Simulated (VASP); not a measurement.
Write the native input for VASP 6.6.1 that does the following.

```yaml
Task: single point
Functional: PBEsol
Potentials_or_basis: VASP PAW PBE potentials, release 64 (Ta_pv, N)
Cutoff: 520 eV
k_mesh: 12 × 12 × 12
Occupations: gaussian, width 0.15 eV
Spin: no spin polarisation
Dipole_correction: no
Further_INCAR_settings: ALGO = Normal; EDIFF = 1e-06; NBANDS = 38
```

The structure of Ta4N3 lies in POSCAR:

```
Ta4N3
1.0
   -2.1785721926      2.1785721926      4.2726759819
    2.1785721926     -2.1785721926      4.2726759819
    2.1785721926      2.1785721926     -4.2726759819
Ta N
4 3
Direct
   -0.0702136088      0.4297863912      0.5000000000
    0.2607537444      0.2607537444      0.0000000000
    0.5000000000      0.0000000000      0.5000000000
    0.7392462556      0.7392462556      0.0000000000
    0.7500000000      0.2500000000      0.5000000000
    0.0000000000      0.0000000000      0.0000000000
    0.2500000000      0.7500000000      0.5000000000
```

This cell differs from its parent crystal: atom 1 (Ta) moved -0.600 Å along Cartesian [0 0 1].

The input as run:

INCAR

```
PREC = Accurate
ENCUT = 520
EDIFF = 1E-6
ISMEAR = 0
SIGMA = 0.15
LREAL = False
LASPH = True
NELM = 80
ALGO = Normal
ISIF = 2
LWAVE = False
LCHARG = False
GGA = PS
NBANDS = 38
```

KPOINTS

```
regular mesh
0
Gamma
  12 12 12
```

Potentials or basis: VASP PAW PBE potentials, release 64 (Ta_pv, N).

The run is started by

```console
$ cat potpaw_PBE.64/Ta_pv/POTCAR potpaw_PBE.64/N/POTCAR > POTCAR
$ mpirun -np 1 vasp_std > vasp.out
```

Results of the run:

* Pressure: 39.1 GPa
* Largest force: 33.429 eV/Å
* Band gap on the k mesh: zero (an odd number of electrons rules out a gap without spin polarisation)

Caveat: the cell differs from its parent crystal (atom 1 (Ta) moved -0.600 Å along Cartesian [0 0 1]); atoms lie so close that the PAW spheres overlap strongly, which falsifies energies and pressures; the stress differs along the axes, from 8 to 97 GPa; the PAW data sets were made with another functional, which shifts forces and pressure a little; spin-orbit coupling is left out, which moves the levels of the heavy elements; an odd number of electrons without spin polarisation forces a metal; a magnetic or distorted state may lie lower.

It took 8.1 min on 1 thread of Intel(R) Xeon(R) 6975P-C (Granite Rapids) (shared host), peak memory 0.72 GiB.
